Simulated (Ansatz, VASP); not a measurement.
F in VASP and in Ansatz

```
CELL_PARAMETERS angstrom
2.17963 0.00000 0.00000
-1.08982 1.88762 0.00000
0.00000 0.00000 2.83681
ATOMIC_POSITIONS crystal
F 0.33333 0.66667 0.25000
F 0.66667 0.33333 0.75000
```

Change from the starting cell: volume scaled by 0.55, PAW files.

Alike in both runs: task single point; functional PBE; k mesh 18 × 18 × 10; occupations fermi-dirac, width 0.05 eV; no spin polarisation.

|  | VASP | Ansatz |
| --- | --- | --- |
| version | VASP 6.6.1 | Ansatz 0.2.0 |
| potentials or method | VASP PAW PBE potentials, release 64 (F) | PAW with Ansatz's default frozen-core files, scalar-relativistic |
| plane-wave cutoff (eV) | 520 | 420 |
| valence electrons in the cell | 14 | 14 |

|  | VASP | Ansatz | Ansatz less VASP |
| --- | --- | --- | --- |
| pressure (GPa) | 128.3 | 129.2 | +0.94 |
| traceless stress, the component that is largest in VASP (GPa) | 0.49 | 0.03 | -0.463 |

Both programs put the cell under a high pressure, so it lies far from rest at this level.

Noted on VASP's run: the cell as given lies far from equilibrium.
